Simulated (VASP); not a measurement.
Wanted: the native input for a VASP 6.6.1 run.

```yaml
Task: single point
Functional: PBE
Potentials_or_basis: VASP PAW PBE potentials, release 64 (Tl_d)
Cutoff: 520 eV
k_mesh: 17 × 17 × 9
Occupations: fermi-dirac, width 0.1 eV
Spin: no spin polarisation
Dipole_correction: no
Further_INCAR_settings: ALGO = Normal; EDIFF = 1e-07; NBANDS = 20
```

The structure of Tl lies in POSCAR:

```
Tl
1.0
    3.5902820628      0.0000000000      0.0000000000
   -1.7951410314      3.1092754731      0.0000000000
    0.0000000000      0.0000000000      5.6419406004
Tl
2
Direct
    0.3333333333      0.6666666667      0.2500000000
    0.6666666667      0.3333333333      0.7500000000
```

The input as run:

INCAR

```
PREC = Accurate
ENCUT = 520
EDIFF = 1E-7
ISMEAR = -1
SIGMA = 0.1
LREAL = F
LASPH = T
NELM = 80
ALGO = Normal
ISIF = 2
LWAVE = F
LCHARG = F
GGA = PE
NBANDS = 20
```

KPOINTS

```
regular mesh
0
Gamma
  17 17 9
```

Potentials or basis: VASP PAW PBE potentials, release 64 (Tl_d).

The run is started by

```bash
$ cat potpaw_PBE.64/Tl_d/POTCAR > POTCAR
$ mpirun -np 1 vasp_std > vasp.out
```

Results of the run:

```
Pressure               : -0.1 GPa
Band gap on the k mesh : zero (bands 13 and 14 overlap by 4.23 eV)
```

Caveat: spin-orbit coupling is left out, which moves the levels of the heavy elements.

Run time: 94 s on 1 thread of Intel(R) Xeon(R) Platinum 8488C (Sapphire Rapids), on a shared host, peak memory 0.29 GiB.
